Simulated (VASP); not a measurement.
# W (Im-3m) in VASP: notebook

Runs on W. Level: revPBE. Tasks: single point.

All numbers are computed with VASP 6.6.1; they aren't measurements. Logs are shortened: lines on timing, memory, paths and dates and some standing lists are left out, and cuts for length are marked.

## Step 1: The cell of the first run

The structure is cubic, space group Im-3m (No. 229). The conventional cell has a = 3.247 Å, b = 3.247 Å, c = 3.247 Å, α = 90.00°, β = 90.00°, γ = 90.00°. W (site symmetry m-3m) has 14 W at 2.81 to 3.25 Å within 3.7 Å.

## Step 2: Single point, revPBE

INCAR

```
PREC = Accurate
ENCUT = 520
EDIFF = 1E-6
ISMEAR = -1
SIGMA = 0.15
LREAL = F
LASPH = T
NELM = 100
ALGO = Normal
ISIF = 2
LWAVE = F
LCHARG = F
GGA = RE
NBANDS = 13
```

KPOINTS

```
Automatic mesh
0
Gamma
  13 13 13
```

POSCAR

```
W
1.0
   -1.6234631336      1.6234631336      1.6234631336
    1.6234631336     -1.6234631336      1.6234631336
    1.6234631336      1.6234631336     -1.6234631336
W
1
Direct
    0.0000000000      0.0000000000      0.0000000000
```

Potentials or basis: VASP PAW PBE potentials, release 64 (W_sv).

The run is started by

```bash
> cat potpaw_PBE.64/W_sv/POTCAR > POTCAR
> mpirun -np 1 vasp_std > vasp.out
```

OUTCAR:

```text
PREC = Accurate
   ENCUT = 520
   EDIFF = 1E-6
   ISMEAR = -1
   LREAL = F
   LASPH = T
   NELM = 100
   ISIF = 2
   GGA = RE

 ion  position               nearest neighbor table
   1  0.000  0.000  0.000-

  LATTYP: Found a body centered cubic cell.
 ALAT       =     3.2469262672

  Lattice vectors:

 A1 = (  -1.6234631336,   1.6234631336,   1.6234631336)
 A2 = (   1.6234631336,  -1.6234631336,   1.6234631336)
 A3 = (   1.6234631336,   1.6234631336,  -1.6234631336)

Analysis of symmetry for initial positions (statically):
=====================================================================
 Subroutine PRICEL returns:
 Original cell was already a primitive cell.

 Routine SETGRP: Setting up the symmetry group for a
 body centered cubic supercell.

 Subroutine GETGRP returns: Found 48 space group operations
 (whereof 48 operations were pure point group operations)
 out of a pool of 48 trial point group operations.

The static configuration has the point symmetry O_h .

Analysis of symmetry for dynamics (positions and initial velocities):
=====================================================================
 Subroutine PRICEL returns:
 Original cell was already a primitive cell.

 Routine SETGRP: Setting up the symmetry group for a
 body centered cubic supercell.

 Subroutine GETGRP returns: Found 48 space group operations
 (whereof 48 operations were pure point group operations)
 out of a pool of 48 trial point group operations.

The dynamic configuration has the point symmetry O_h .

 Subroutine INISYM returns: Found 48 space group operations
 (whereof 48 operations are pure point group operations),
 and found     1 'primitive' translations

----------------------------------------------------------------------------------------

                                     Primitive cell

  volume of cell :      17.1154

  direct lattice vectors                    reciprocal lattice vectors
    -1.623463134  1.623463134  1.623463134     0.000000000  0.307983587  0.307983587
     1.623463134 -1.623463134  1.623463134     0.307983587  0.000000000  0.307983587
     1.623463134  1.623463134 -1.623463134     0.307983587  0.307983587  0.000000000

  length of vectors
     2.811920632  2.811920632  2.811920632     0.435554566  0.435554566  0.435554566

  position of ions in fractional coordinates (direct lattice)
     0.000000000  0.000000000  0.000000000

  ion indices of the primitive-cell ions
   primitive index   ion index
                 1           1

----------------------------------------------------------------------------------------

 KPOINTS: Automatic mesh

Automatic generation of k-mesh.
 Grid dimensions read from file:
 generate k-points for:   13   13   13

 Generating k-lattice:

  Cartesian coordinates                     Fractional coordinates (reciprocal lattice)
     0.000000000  0.023691045  0.023691045     0.076923077  0.000000000  0.000000000
     0.023691045  0.000000000  0.023691045     0.000000000  0.076923077  0.000000000
     0.023691045  0.023691045  0.000000000     0.000000000  0.000000000  0.076923077

  Length of vectors
     0.033504197  0.033504197  0.033504197

  Shift w.r.t. Gamma in fractional coordinates (k-lattice)
     0.000000000  0.000000000  0.000000000

 Subroutine IBZKPT returns following result:
 ===========================================

 Found     84 irreducible k-points:

 Following reciprocal coordinates:
            Coordinates               Weight
  0.000000  0.000000  0.000000      1.000000
  0.076923  0.000000  0.000000     12.000000
  0.153846  0.000000  0.000000     12.000000
  0.230769  0.000000  0.000000     12.000000
  0.307692  0.000000  0.000000     12.000000
  0.384615  0.000000  0.000000     12.000000
[... 16 lines left out ...]
  0.153846  0.076923  0.076923     24.000000
  0.230769  0.076923  0.076923     24.000000
 [... further k-points ...]
   k-points           NKPTS =     84   k-points in BZ     NKDIM =     84   number of bands    NBANDS=     13
   number of dos      NEDOS =    301   number of ions     NIONS =      1
   total plane-waves  NPLWV =  13824
   dimension x,y,z NGX =    24 NGY =   24 NGZ =   24
   dimension x,y,z NGXF=    48 NGYF=   48 NGZF=   48
   ions per type =               1
   NGX,Y,Z   is equivalent  to a cutoff of  14.19, 14.19, 14.19 a.u.
   NGXF,Y,Z  is equivalent  to a cutoff of  28.38, 28.38, 28.38 a.u.
 SYSTEM =  unknown system
   PREC   = accura    normal or accurate (medium, high low for compatibility)
   ISTART =      0    job   : 0-new  1-cont  2-samecut
   ICHARG =      2    charge: 1-file 2-atom 10-const
   ISPIN  =      1    spin polarized calculation?
   LNONCOLLINEAR =      F non collinear calculations
   LSORBIT =      F    spin-orbit coupling
   LASPH  =      T    aspherical Exc in radial PAW
   ENCUT  =  520.0 eV  38.22 Ry    6.18 a.u.   5.23  5.23  5.23*2*pi/ulx,y,z
   NELM   =    100;   NELMIN=  2; NELMDL= -5     # of ELM steps
   EDIFF  = 0.1E-05   stopping-criterion for ELM
   LREAL  =      F    real-space projection
   EDIFFG = 0.1E-04   stopping-criterion for IOM
   NSW    =      0    number of steps for IOM
   IBRION =     -1    ionic relax: 0-MD 1-quasi-New 2-CG
   NFREE  =      0    steps in history (QN), initial steepest desc. (CG)
   ISIF   =      2    stress and relaxation
   ISYM   =      2    0-nonsym 1-usesym 2-fastsym
   POTIM  = 0.5000    time-step for ionic-motion
   TEBEG  =    0.0;   TEEND  =   0.0 temperature during run
   PSTRESS=    0.0 pullay stress
   NELECT =      14.0000    total number of electrons
   NUPDOWN=      -1.0000    fix difference up-down
   EMIN   =  10.00;   EMAX   =-10.00  energy-range for DOS
   EFERMI =   0.00;   METHOD = LEGACY
   ISMEAR =    -1;   SIGMA  =   0.15  broadening in eV -4-tet -1-fermi 0-gaus
   EFERMI_NEDOS =   21; number of points for ismear=-14 and -15
   IALGO  =     38    algorithm
   IMIX   =      4    mixing-type and parameters
     AMIX     =   0.40;   BMIX     =  1.00
     AMIX_MAG =   1.60;   BMIX_MAG =  1.00
  volume/ion in A,a.u.               =      17.12       115.50
  Fermi-wavevector in a.u.,A,eV,Ry     =   1.531047  2.893259 31.893468  2.344104
  Thomas-Fermi vector in A             =   2.638445
   LORBIT       =      0    0 simple, 1 ext, 2 COOP (PROOUT), +10 PAW based schemes
   GGA     = RE    functional components
   LHFCALC =     F    Hartree Fock is set to
   AEXX    =    0.0000 exact exchange contribution
   IVDW    =     0    specifies the selected vdW correction
   LEPSILON=     F    determine dielectric tensor
   LRPA    =     F    only Hartree local field effects (RPA)
 non-spin polarized calculation
  energy-cutoff  :      520.00
  volume of cell :       17.12
 maximum number of plane-waves:       478
 NGX is ok and might be reduce to    24
   NGX = 11   NGY = 11   NGZ = 11

 number of electron      13.9999998 magnetization

 Free energy of the ion-electron system (eV)
  ---------------------------------------------------
  ext. energy  EPLUGINS =         0.00000000
  ---------------------------------------------------
  free energy    TOTEN  =       -12.50361781 eV

  energy without entropy =      -12.47371553  energy(sigma->0) =      -12.48866667

 E-fermi :  10.4094     XC(G=0): -13.1713

 val. band max:       10.4081611259   @ k =   0.4615   0.0769   0.0000
 cond. band min:      10.4930532759   @ k =  -0.4615   0.4615   0.2308
 fundamental gap:      0.0848921500
 Fermi energy:        10.4093872245

 k-point     1 :       0.0000    0.0000    0.0000
  band No.  band energies     occupation
      1     -63.8845      2.00000
      2     -27.5434      2.00000
      3     -27.5434      2.00000
      4     -27.5434      2.00000
      5       1.2195      2.00000
      6       9.3227      1.99857
      7       9.3227      1.99857
      8       9.3227      1.99857
      9      12.5227      0.00000
     10      12.5227      0.00000
     11      24.7398      0.00000
     12      24.7398      0.00000
     13      24.7398      0.00000

 k-point     2 :       0.0769    0.0000    0.0000
  band No.  band energies     occupation
      1     -63.8790      2.00000
      2     -27.6040      2.00000
      3     -27.5627      2.00000
      4     -27.5436      2.00000
      5       1.4794      2.00000
      6       9.1696      1.99949
      7       9.2848      1.99889
      8       9.5717      1.99252
      9      12.2941      0.00001
     10      12.5265      0.00000
     11      24.9473      0.00000
     12      25.1838      0.00000
     13      25.3216      0.00000

 k-point     3 :       0.1538    0.0000    0.0000
  band No.  band energies     occupation
      1     -63.8641      2.00000
      2     -27.7694      2.00000
      3     -27.6159      2.00000
      4     -27.5440      2.00000
      5       2.2082      2.00000
      6       8.7732      1.99996
      7       9.0986      1.99968
      8      10.3027      1.34136
      9      11.9359      0.00008
     10      12.5575      0.00000
     11      25.3135      0.00000
     12      26.4455      0.00000
     13      26.4894      0.00000

 k-point     4 :       0.2308    0.0000    0.0000
  band No.  band energies     occupation
      1     -63.8429      2.00000
      2     -27.9965      2.00000
      3     -27.6901      2.00000
      4     -27.5447      2.00000
      5       3.2274      2.00000
      6       8.2707      2.00000
      7       8.7834      1.99996
      8      11.4650      0.00176
      9      11.8984      0.00010
     10      12.6555      0.00000
     11      24.9948      0.00000
     12      26.3357      0.00000
     13      28.3618      0.00000

 k-point     5 :       0.3077    0.0000    0.0000
  band No.  band energies     occupation
      1     -63.8204      2.00000
      2     -28.2303      2.00000
      3     -27.7678      2.00000
      4     -27.5456      2.00000
      5       4.1546      2.00000
      6       7.7931      2.00000
      7       8.8000      1.99996
      8      12.1510      0.00002
      9      12.8385      0.00000
     10      12.9538      0.00000
     11      23.7800      0.00000
     12      24.2984      0.00000
     13      30.7398      0.00000

 k-point     6 :       0.3846    0.0000    0.0000
  band No.  band energies     occupation
      1     -63.8017      2.00000
      2     -28.4189      2.00000
      3     -27.8314      2.00000
      4     -27.5462      2.00000
      5       4.5782      2.00000
      6       7.4316      2.00000
      7       9.5847      1.99184
      8      12.4112      0.00000
      9      13.0680      0.00000
     10      14.5467      0.00000
     11      22.0450      0.00000
     12      22.5322      0.00000
     13      28.3019      0.00000

 k-point     7 :       0.4615    0.0000    0.0000
  band No.  band energies     occupation
      1     -63.7911      2.00000
      2     -28.5233      2.00000
      3     -27.8670      2.00000
      4     -27.5466      2.00000
      5       4.6374      2.00000
      6       7.2389      2.00000
      7      10.6439      0.34624
      8      12.4148      0.00000
      9      13.2389      0.00000
     10      15.7349      0.00000
     11      20.5435      0.00000
     12      21.7895      0.00000
     13      26.4901      0.00000
[... 193 lines left out ...]
 k-point    20 :       0.3846    0.2308   -0.0000
  band No.  band energies     occupation
      1     -63.7807      2.00000
      2     -28.3808      2.00000
      3     -28.0587      2.00000
      4     -27.6559      2.00000
      5       6.0021      2.00000
      6       7.4727      2.00000
      7       8.7369      1.99997
      8      12.3827      0.00000
      9      13.4447      0.00000
     10      18.4983      0.00000
     11      18.5835      0.00000
     12      22.5584      0.00000
     13      25.9127      0.00000

 k-point    21 :       0.3077    0.3077    0.0000
  band No.  band energies     occupation
      1     -63.7788      2.00000
      2     -28.3044      2.00000
      3     -28.1526      2.00000
      4     -27.6680      2.00000
      5       6.3672      2.00000
      6       7.6452      2.00000
      7       8.2028      2.00000
      8      12.7055      0.00000
      9      13.1631      0.00000
     10      18.0367      0.00000
     11      19.6067      0.00000
     12      21.8100      0.00000
     13      26.6570      0.00000

 k-point    22 :       0.0769    0.0769    0.0769
  band No.  band energies     occupation
      1     -63.8554      2.00000
      2     -27.8829      2.00000
      3     -27.5867      2.00000
      4     -27.5867      2.00000
      5       2.6634      2.00000
      6       8.5998      1.99999
      7       8.5998      1.99999
      8      11.0801      0.02261
      9      12.2703      0.00001
     10      12.2703      0.00001
     11      25.7346      0.00000
     12      26.5872      0.00000
     13      26.5872      0.00000

 k-point    23 :       0.1538    0.0769    0.0769
  band No.  band energies     occupation
      1     -63.8363      2.00000
      2     -28.0731      2.00000
      3     -27.6647      2.00000
      4     -27.5913      2.00000
      5       3.6669      2.00000
      6       8.0910      2.00000
      7       8.2398      2.00000
      8      12.1429      0.00002
      9      12.4215      0.00000
     10      12.5894      0.00000
     11      25.6175      0.00000
     12      26.2445      0.00000
     13      27.1439      0.00000

 k-point    24 :       0.2308    0.0769    0.0769
  band No.  band energies     occupation
      1     -63.8160      2.00000
      2     -28.2539      2.00000
      3     -27.7633      2.00000
      4     -27.5963      2.00000
      5       4.6475      2.00000
      6       7.6558      2.00000
      7       8.1954      2.00000
      8      12.2908      0.00001
      9      12.8742      0.00000
     10      14.0103      0.00000
     11      24.0165      0.00000
     12      24.2597      0.00000
     13      27.6790      0.00000

 [... further k-points ...]
[... 5 lines left out ...]
  --------------------------------------------------------------------------------------
  -------------------------------------------------------------------------------------
  Total       -1.4061608     -1.4061608     -1.4061608     -0.0000000     -0.0000000      0.0000000
  in kB     -131.6310363   -131.6310363   -131.6310363     -0.0000000     -0.0000000      0.0000000
  external PRESSURE =    -131.6310363 kB  Pullay stress =       0.0000000 kB

 VOLUME and BASIS-vectors are now :
 -----------------------------------------------------------------------------
  energy-cutoff  :      520.00
  volume of cell :       17.12
      direct lattice vectors                 reciprocal lattice vectors
    -1.623463134  1.623463134  1.623463134     0.000000000  0.307983587  0.307983587
     1.623463134 -1.623463134  1.623463134     0.307983587  0.000000000  0.307983587
     1.623463134  1.623463134 -1.623463134     0.307983587  0.307983587  0.000000000

 POSITION                                       TOTAL-FORCE (eV/Angst)
 -----------------------------------------------------------------------------------
      0.00000      0.00000      0.00000         0.000000      0.000000      0.000000
 -----------------------------------------------------------------------------------
    total drift:                                0.000000      0.000000      0.000000

  FREE ENERGIE OF THE ION-ELECTRON SYSTEM (eV)
  ---------------------------------------------------
  free  energy   TOTEN  =       -12.5036178113 eV

  energy  without entropy=      -12.4737155305  energy(sigma->0) =      -12.48866667
```

It took 45 s on 1 thread of Intel Xeon 8259CL, shared host; peak memory 0.15 GiB.

Results:

| Property | Result |
| --- | --- |
| Free energy | -12.5036 eV |
| Pressure | -13.2 GPa |
| Band gap on the k mesh | zero (band 7 reaches 14.49 eV, above the bottom of band 8 at 9.32 eV) |

Caveat: the PAW data sets were made with another functional, which shifts forces and pressure a little; spin-orbit coupling is left out, which moves the levels of the heavy elements.

## Step 3: Single point, revPBE

This run uses another cell than the first one, of 17.75 Å³/atom, 1.037 times its volume.

INCAR

```
PREC = Accurate ; ENCUT = 520
EDIFF = 1E-7 ; ISMEAR = -1
SIGMA = 0.15 ; LREAL = F
LASPH = T ; NELM = 80
ALGO = Normal ; ISIF = 2
LWAVE = F ; LCHARG = F
GGA = RE ; NBANDS = 13
```

KPOINTS is that of step 2.

POSCAR

```
W
1.0
   -1.6432634159      1.6432634159      1.6432634159
    1.6432634159     -1.6432634159      1.6432634159
    1.6432634159      1.6432634159     -1.6432634159
W
1
Direct
    0.0000000000      0.0000000000      0.0000000000
```

Potentials or basis: VASP PAW PBE potentials, release 64 (W_sv).

The run is started by

```bash
> cat potpaw_PBE.64/W_sv/POTCAR > POTCAR
> mpirun -np 1 vasp_std > vasp.out
```

Wall time 48 s (1 thread of Intel Xeon 8259CL, shared host); peak memory 0.15 GiB.

The run converged. Its results:

* Free energy: -12.4355 eV
* Pressure: -21.2 GPa
* Band gap on the k mesh: zero (band 7 reaches 13.79 eV, above the bottom of band 8 at 8.88 eV)

Levels at points of the mesh, in eV from the Fermi level:
```tsv
k point	band 4	band 5	band 6	band 7	band 8	band 9	band 10	band 11
(0.00, 0.00, 0.00)	-38.04	-8.98	-1.03	-1.03	-1.03	2.03	2.03	14.25
```

Caveat: the PAW data sets were made with another functional, which shifts forces and pressure a little; spin-orbit coupling is left out, which moves the levels of the heavy elements.
